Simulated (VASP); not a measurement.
Input of a VASP 6.6.1 run:

The input INCAR:

```
SYSTEM = Rh
PREC = Accurate
ENCUT = 520
EDIFF = 1E-7
ISMEAR = 0
SIGMA = 0.15
LREAL = .FALSE.
LASPH = .TRUE.
NELM = 100
ALGO = Fast
ISIF = 2
LWAVE = .FALSE.
LCHARG = .FALSE.
GGA = CA
NBANDS = 14
```

File KPOINTS:

```
regular mesh
0
G
  22 22 22
  0 0 0
```

Contents of POSCAR:

```
Rh
1.0
    0.0000000000      1.9761916063      1.6933985875
    1.9761916063      0.0000000000      1.6933985875
    1.9761916063      1.9761916063      0.0000000000
Rh
1
Direct
    0.0000000000      0.0000000000      0.0000000000
```

Potentials or basis: VASP PAW LDA potentials, release 64 (Rh_pv).

Command:

```sh
$ cat potpaw_LDA.64/Rh_pv/POTCAR > POTCAR
$ mpirun -np 1 vasp_std > vasp.out
```

Question: What does it give for the pressure?

Answer: 4.2 GPa.

Question: Predict the band gap on the k mesh.

Answer: Zero (an odd number of electrons rules out a gap without spin polarisation).

Stress tensor (GPa, compression positive):
```
-6.25  0.00  0.00
 0.00 -6.25  0.00
 0.00  0.00 25.01
```

Caveat: the stress differs along the axes, from -6 to 25 GPa.
